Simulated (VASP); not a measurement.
# Hg (R-3m) in VASP: notebook, part 2 of 2

VASP 6.6.1. The steps go on from the part before.

## 4. Single point, r2SCAN

This run uses another cell than the first one, of 27.08 Å³/atom, 0.950 times its volume.

File POSCAR:

```
Hg
1.0
    1.9883605374      1.1479804915      1.9769899290
   -1.9883605374      1.1479804915      1.9769899290
    0.0000000000     -2.2959609831      1.9769899290
Hg
1
Direct
    0.0000000000      0.0000000000      0.0000000000
```

File INCAR.step1:

```
  PREC = Accurate
  ENCUT = 520
  ISMEAR = 0
  SIGMA = 0.05
  LREAL = F
  LASPH = T
  NELM = 100
  NBANDS = 12
  GGA = PE
  ALGO = Normal
  EDIFF = 1E-4
  LWAVE = T
  LCHARG = F
```

File INCAR.step2:

```
  PREC = Accurate
  ENCUT = 520
  EDIFF = 1E-6
  ISMEAR = 0
  SIGMA = 0.05
  LREAL = F
  LASPH = T
  NELM = 100
  ALGO = Normal
  ISIF = 2
  LWAVE = F
  LCHARG = F
  METAGGA = R2SCAN
  LMIXTAU = T
  NBANDS = 12
  ISTART = 1
```

File KPOINTS:

```
regular mesh
0
Gamma
  14 14 14
```

Potentials or basis: VASP PAW PBE potentials, release 64 (Hg).

Run with:

```bash
$ cat potpaw_PBE.64/Hg/POTCAR > POTCAR
$ cp INCAR.step1 INCAR
$ mpirun -np 1 vasp_std > vasp.out
$ cp INCAR.step2 INCAR
$ mpirun -np 1 vasp_std > vasp.out
```

OUTCAR:

```text
PREC = Accurate
   ENCUT = 520
   EDIFF = 1E-6
   ISMEAR = 0
   LREAL = F
   LASPH = T
   NELM = 100
   ISIF = 2
   METAGGA = R2SCAN
   ISTART = 1

 ion  position               nearest neighbor table
   1  0.000  0.000  0.000-

  LATTYP: Found a trigonal (rhomboedric) cell.
 ALAT       =     3.0298392721
 COS(alpha) =     0.1386471699

  Lattice vectors:

 A1 = (   1.9883605374,   1.1479804915,   1.9769899290)
 A2 = (  -1.9883605374,   1.1479804915,   1.9769899290)
 A3 = (   0.0000000000,  -2.2959609831,   1.9769899290)

Analysis of symmetry for initial positions (statically):
=====================================================================
 Subroutine PRICEL returns:
 Original cell was already a primitive cell.

 Routine SETGRP: Setting up the symmetry group for a
 trigonal (rhombohedral) supercell.

 Subroutine GETGRP returns: Found 12 space group operations
 (whereof 12 operations were pure point group operations)
 out of a pool of 12 trial point group operations.

The static configuration has the point symmetry D_3d.

Analysis of symmetry for dynamics (positions and initial velocities):
[... 159 lines left out ...]
 val. band max:        1.6654364099   @ k =  -0.4286   0.4286   0.2143
 cond. band min:       1.8452325911   @ k =  -0.1429   0.4286   0.0714
 fundamental gap:      0.1797961812
 Fermi energy:         1.8020369868

 k-point     1 :       0.0000    0.0000    0.0000
  band No.  band energies     occupation
      1      -6.7875      2.00000
      2      -6.4771      2.00000
      3      -6.4771      2.00000
      4      -4.5895      2.00000
      5      -4.5895      2.00000
      6      -4.5378      2.00000
      7      12.3963      0.00000
      8      12.3963      0.00000
      9      12.6049      0.00000
     10      16.1508      0.00000
     11      17.9663      0.00000
     12      17.9663      0.00000
[... 331 lines left out ...]
 k-point    24 :       0.2857    0.1429    0.0000
  band No.  band energies     occupation
      1      -6.3589      2.00000
      2      -5.9444      2.00000
      3      -5.2608      2.00000
      4      -4.8630      2.00000
      5      -4.6505      2.00000
      6      -4.3834      2.00000
      7       6.0207      0.00000
      8      12.0022      0.00000
      9      13.8911      0.00000
     10      16.3793      0.00000
     11      18.5896      0.00000
     12      21.2474      0.00000

 [... further k-points ...]
[... 5 lines left out ...]
  --------------------------------------------------------------------------------------
  -------------------------------------------------------------------------------------
  Total        0.0329200      0.0329200      0.0545960     -0.0000000     -0.0000000      0.0000000
  in kB        1.9479818      1.9479818      3.2306242     -0.0000000     -0.0000000      0.0000000
  external PRESSURE =       2.3755293 kB  Pullay stress =       0.0000000 kB

 VOLUME and BASIS-vectors are now :
 -----------------------------------------------------------------------------
  energy-cutoff  :      520.00
  volume of cell :       27.08
      direct lattice vectors                 reciprocal lattice vectors
     1.988360537  1.147980492  1.976989929     0.251463450  0.145182490  0.168606490
    -1.988360537  1.147980492  1.976989929    -0.251463450  0.145182490  0.168606490
     0.000000000 -2.295960983  1.976989929     0.000000000 -0.290364981  0.168606490

 POSITION                                       TOTAL-FORCE (eV/Angst)
 -----------------------------------------------------------------------------------
      0.00000      0.00000      0.00000        -0.000000      0.000000      0.000000
 -----------------------------------------------------------------------------------
    total drift:                                0.000000     -0.000000      0.000000

  FREE ENERGIE OF THE ION-ELECTRON SYSTEM (eV)
  ---------------------------------------------------
  free  energy   TOTEN  =       -49.3504947267 eV

  energy  without entropy=      -49.3503582390  energy(sigma->0) =      -49.35042648
```

OUTCAR.step1:

```text
PREC = Accurate
   ENCUT = 520
   ISMEAR = 0
   LREAL = F
   LASPH = T
[... 576 lines left out ...]

 POSITION                                       TOTAL-FORCE (eV/Angst)
 -----------------------------------------------------------------------------------
      0.00000      0.00000      0.00000         0.000000      0.000000      0.000000
 -----------------------------------------------------------------------------------
    total drift:                                0.000000     -0.000000      0.000000

  FREE ENERGIE OF THE ION-ELECTRON SYSTEM (eV)
  ---------------------------------------------------
  free  energy   TOTEN  =        -0.1508467862 eV

  energy  without entropy=       -0.1506687965  energy(sigma->0) =       -0.15075779
```

OSZICAR.step1:

```text
N       E                     dE             d eps       ncg     rms          rms(c)
DAV:   1     0.725929564207E+02    0.72593E+02   -0.64903E+03  7320   0.943E+02
DAV:   2     0.108638014070E+01   -0.71507E+02   -0.67151E+02  7536   0.224E+02
DAV:   3    -0.182614163774E+00   -0.12690E+01   -0.12684E+01  8284   0.333E+01
DAV:   4    -0.183978199136E+00   -0.13640E-02   -0.13640E-02  7416   0.114E+00
DAV:   5    -0.183980482333E+00   -0.22832E-05   -0.22833E-05  6284   0.449E-02    0.307E+00
DAV:   6    -0.153073992832E+00    0.30906E-01   -0.78737E-02  8120   0.313E+00    0.234E+00
DAV:   7    -0.150821416258E+00    0.22526E-02   -0.10754E-02  8168   0.995E-01    0.107E+00
DAV:   8    -0.150823274562E+00   -0.18583E-05   -0.10801E-03  7448   0.402E-01    0.404E-02
DAV:   9    -0.150846786212E+00   -0.23512E-04   -0.10190E-05  3632   0.295E-02
   1 F= -.15084679E+00 E0= -.15075779E+00  d E =-.177990E-03
```

It took 59 s on 1 thread of Intel Xeon 6975P-C (Granite Rapids), shared host; peak memory 0.21 GiB.

What came out:

```
Free energy            : -49.3505 eV
Pressure               : 0.2 GPa
Band gap on the k mesh : zero (band 6 reaches 4.63 eV, above the bottom of band 7 at 0.19 eV)
```

Stress tensor (GPa, compression positive):
```
0.19 0.00 0.00
0.00 0.19 0.00
0.00 0.00 0.32
```

Caveat: the PAW data sets were made with another functional, which shifts forces and pressure a little; spin-orbit coupling is left out, which moves the levels of the heavy elements.

## 5. Single point, r2SCAN

This run uses another cell than the first one, of 28.29 Å³/atom, 0.992 times its volume.

File POSCAR:

```
Hg
1.0
    2.0289370666      1.1714073616      1.9836571039
   -2.0289370666      1.1714073616      1.9836571039
    0.0000000000     -2.3428147231      1.9836571039
Hg
1
Direct
    0.0000000000      0.0000000000      0.0000000000
```

File INCAR.step1:

```
SYSTEM = Hg
PREC = Accurate ; ENCUT = 520
ISMEAR = 0 ; SIGMA = 0.05
LREAL = .False. ; LASPH = .True.
NELM = 60 ; NBANDS = 12
GGA = PE ; ALGO = Normal
EDIFF = 1E-4 ; LWAVE = .True.
LCHARG = .False.
```

File INCAR.step2:

```
SYSTEM = Hg
PREC = Accurate ; ENCUT = 520
EDIFF = 1E-7 ; ISMEAR = 0
SIGMA = 0.05 ; LREAL = .False.
LASPH = .True. ; NELM = 60
ALGO = Normal ; ISIF = 2
LWAVE = .False. ; LCHARG = .False.
METAGGA = R2SCAN ; LMIXTAU = .True.
NBANDS = 12 ; ISTART = 1
```

File KPOINTS:

```
regular mesh
0
Gamma
  14 14 14
  0 0 0
```

Potentials or basis: VASP PAW PBE potentials, release 64 (Hg).

Run with:

```bash
$ cat potpaw_PBE.64/Hg/POTCAR > POTCAR
$ cp INCAR.step1 INCAR
$ mpirun -np 1 vasp_std > vasp.out
$ cp INCAR.step2 INCAR
$ mpirun -np 1 vasp_std > vasp.out
```

OUTCAR:

```text
SYSTEM = Hg
   PREC = Accurate
   ENCUT = 520
   EDIFF = 1E-7
   ISMEAR = 0
   LREAL = .False.
   LASPH = .True.
   NELM = 60
   ISIF = 2
   METAGGA = R2SCAN
   ISTART = 1

 ion  position               nearest neighbor table
   1  0.000  0.000  0.000-

  LATTYP: Found a trigonal (rhomboedric) cell.
 ALAT       =     3.0698006992
 COS(alpha) =     0.1263312799

  Lattice vectors:

 A1 = (   2.0289370666,   1.1714073616,   1.9836571039)
 A2 = (  -2.0289370666,   1.1714073616,   1.9836571039)
 A3 = (   0.0000000000,  -2.3428147231,   1.9836571039)

Analysis of symmetry for initial positions (statically):
=====================================================================
 Subroutine PRICEL returns:
 Original cell was already a primitive cell.

 Routine SETGRP: Setting up the symmetry group for a
 trigonal (rhombohedral) supercell.

 Subroutine GETGRP returns: Found 12 space group operations
 (whereof 12 operations were pure point group operations)
 out of a pool of 12 trial point group operations.

The static configuration has the point symmetry D_3d.

Analysis of symmetry for dynamics (positions and initial velocities):
=====================================================================
 Subroutine PRICEL returns:
 Original cell was already a primitive cell.

 Routine SETGRP: Setting up the symmetry group for a
 trigonal (rhombohedral) supercell.

 Subroutine GETGRP returns: Found 12 space group operations
 (whereof 12 operations were pure point group operations)
 out of a pool of 12 trial point group operations.

The dynamic configuration has the point symmetry D_3d.

 Subroutine INISYM returns: Found 12 space group operations
 (whereof 12 operations are pure point group operations),
 and found     1 'primitive' translations

----------------------------------------------------------------------------------------

                                     Primitive cell

  volume of cell :      28.2875

[... 107 lines left out ...]
  volume/ion in A,a.u.               =      28.29       190.89
  Fermi-wavevector in a.u.,A,eV,Ry     =   1.230091  2.324534 20.587289  1.513123
  Thomas-Fermi vector in A             =   2.364953
   LORBIT       =      0    0 simple, 1 ext, 2 COOP (PROOUT), +10 PAW based schemes
   METAGGA = R2SCAN    functional components
   LHFCALC =     F    Hartree Fock is set to
   AEXX    =    0.0000 exact exchange contribution
   IVDW    =     0    specifies the selected vdW correction
   LEPSILON=     F    determine dielectric tensor
   LRPA    =     F    only Hartree local field effects (RPA)
 non-spin polarized calculation
 Gauss-broadening in eV      SIGMA  =   0.05
  energy-cutoff  :      520.00
  volume of cell :       28.29
 maximum number of plane-waves:       787
   NGX = 11   NGY = 11   NGZ = 11

 number of electron      12.0000003 magnetization

 Free energy of the ion-electron system (eV)
  ---------------------------------------------------
  ext. energy  EPLUGINS =         0.00000000
  ---------------------------------------------------
  free energy    TOTEN  =       -49.34797638 eV

  energy without entropy =      -49.34773600  energy(sigma->0) =      -49.34785619

 E-fermi :   1.4551     XC(G=0): -10.3842

 val. band max:        1.4365391084   @ k =  -0.4286   0.1429   0.1429
 cond. band min:       1.4671148808   @ k =  -0.4286   0.5000   0.1429
 fundamental gap:      0.0305757723
 Fermi energy:         1.4550851381

 k-point     1 :       0.0000    0.0000    0.0000
  band No.  band energies     occupation
      1      -6.7730      2.00000
      2      -6.6029      2.00000
      3      -6.6029      2.00000
      4      -4.8431      2.00000
      5      -4.8431      2.00000
      6      -4.7937      2.00000
      7      11.7888      0.00000
      8      11.7888      0.00000
      9      12.0385      0.00000
     10      15.3404      0.00000
     11      17.2071      0.00000
     12      17.2071      0.00000
[... 331 lines left out ...]
 k-point    24 :       0.2857    0.1429   -0.0000
  band No.  band energies     occupation
      1      -6.4760      2.00000
      2      -6.0791      2.00000
      3      -5.4455      2.00000
      4      -5.1070      2.00000
      5      -4.8975      2.00000
      6      -4.5193      2.00000
      7       5.5563      0.00000
      8      11.3039      0.00000
      9      13.3486      0.00000
     10      15.8801      0.00000
     11      17.7527      0.00000
     12      20.5021      0.00000

 [... further k-points ...]
[... 5 lines left out ...]
  --------------------------------------------------------------------------------------
  -------------------------------------------------------------------------------------
  Total       -0.1684132     -0.1684132     -0.1606088      0.0000000     -0.0000000      0.0000000
  in kB       -9.5387716     -9.5387716     -9.0967349      0.0000000     -0.0000000      0.0000000
  external PRESSURE =      -9.3914260 kB  Pullay stress =       0.0000000 kB

 VOLUME and BASIS-vectors are now :
 -----------------------------------------------------------------------------
  energy-cutoff  :      520.00
  volume of cell :       28.29
      direct lattice vectors                 reciprocal lattice vectors
     2.028937067  1.171407362  1.983657104     0.246434455  0.142278999  0.168039795
    -2.028937067  1.171407362  1.983657104    -0.246434455  0.142278999  0.168039795
     0.000000000 -2.342814723  1.983657104     0.000000000 -0.284557998  0.168039795

 POSITION                                       TOTAL-FORCE (eV/Angst)
 -----------------------------------------------------------------------------------
      0.00000      0.00000      0.00000        -0.000000     -0.000000     -0.000000
 -----------------------------------------------------------------------------------
    total drift:                               -0.000000     -0.000000      0.000000

  FREE ENERGIE OF THE ION-ELECTRON SYSTEM (eV)
  ---------------------------------------------------
  free  energy   TOTEN  =       -49.3479763776 eV

  energy  without entropy=      -49.3477359996  energy(sigma->0) =      -49.34785619
```

OSZICAR.step1:

```text
N       E                     dE             d eps       ncg     rms          rms(c)
DAV:   1     0.732960951272E+02    0.73296E+02   -0.64405E+03  7200   0.937E+02
DAV:   2     0.115210441807E+01   -0.72144E+02   -0.67518E+02  7532   0.222E+02
DAV:   3    -0.189109120607E+00   -0.13412E+01   -0.13405E+01  8308   0.340E+01
DAV:   4    -0.190663387329E+00   -0.15543E-02   -0.15542E-02  7496   0.122E+00
DAV:   5    -0.190666056021E+00   -0.26687E-05   -0.26687E-05  6208   0.484E-02    0.269E+00
DAV:   6    -0.162918810603E+00    0.27747E-01   -0.71554E-02  8160   0.296E+00    0.210E+00
DAV:   7    -0.161049383815E+00    0.18694E-02   -0.95541E-03  8140   0.922E-01    0.996E-01
DAV:   8    -0.161114830482E+00   -0.65447E-04   -0.98275E-04  7352   0.376E-01
   1 F= -.16111483E+00 E0= -.16104999E+00  d E =-.129680E-03
```

Run time: 72 s. Hardware: 1 thread of Intel Xeon 6975P-C (Granite Rapids), shared host; peak memory 0.21 GiB.

Results:

```yaml
Free_energy: -49.3480 eV
Pressure: -0.9 GPa
Band_gap_on_the_k_mesh: zero (band 6 reaches 4.28 eV, above the bottom of band 7 at 0.07 eV)
```

Caveat: the PAW data sets were made with another functional, which shifts forces and pressure a little; spin-orbit coupling is left out, which moves the levels of the heavy elements.

## 6. The runs side by side

```tsv
level	cell	k mesh	gap on the mesh (eV)	pressure (GPa)
PBE	a = 3.130 Å, angles 76.7°, 1 atom	8 × 8 × 8	none	0.1
r2SCAN	a = 3.027 Å, angles 82.0°, 1 atom	14 × 14 × 14	none	0.3
r2SCAN	a = 3.030 Å, angles 82.0°, 1 atom	14 × 14 × 14	none	0.2
r2SCAN	a = 3.070 Å, angles 82.7°, 1 atom	14 × 14 × 14	none	-0.9
```

Alike in all rows: task single point; potentials or basis VASP PAW PBE potentials, release 64 (Hg); no spin polarisation; cutoff (eV) 520; smearing gaussian 0.05 eV.

Caveats: spin-orbit coupling is left out, which moves the levels of the heavy elements; the PAW data sets were made with another functional, which shifts forces and pressure a little (some runs).

Absolute energies hang on the potentials; compare differences alone.
